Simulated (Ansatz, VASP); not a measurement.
## One calculation of Ge8MoW3, two programs

```
Ge Mo W
1.0
     2.36032   -4.14302    0.00000
     2.36032    4.14302    0.00000
     0.00000    0.00000    9.45930
Ge Mo W
8 1 3
Direct
  0.33748 0.66252 0.00000
  0.83777 0.16223 0.74954
  0.33772 0.66228 0.50000
  0.83777 0.16223 0.25046
  0.66252 0.33748 0.00000
  0.16223 0.83777 0.74954
  0.66228 0.33772 0.50000
  0.16223 0.83777 0.25046
  0.00000 0.00000 0.50000
  0.00000 0.00000 0.00000
  0.50000 0.50000 0.74971
  0.50000 0.50000 0.25029
```

Alike in both runs: functional PBE; k mesh 4 × 4 × 2; occupations gaussian, width 0.1 eV; no spin polarisation.

Ansatz relaxed the structure, and its values are those at the end. VASP's run is a single point on that final structure, the one shown.

|  | VASP | Ansatz |
| --- | --- | --- |
| version | VASP 6.6.1 | Ansatz 0.2.0 |
| potentials or method | VASP PAW PBE potentials, release 64 (Ge_d, Mo_sv, W_sv), cutoff 520 eV | scalar-relativistic, plane waves, PAW |
| valence electrons in the cell | 168 | 168 |

|  | VASP | Ansatz | Ansatz less VASP |
| --- | --- | --- | --- |
| gap on the k mesh at the Fermi level (eV) | none | none | - |
| pressure (GPa) | 0.2 | -0.1 | -0.24 |

A gap of «none» marks a metal or a gap that the smearing closes. The functional is the same, so the differences come from potentials, cutoffs and numerics.

The k mesh is coarse, so the values compare programs but aren't converged. Neither program's run includes spin-orbit coupling.
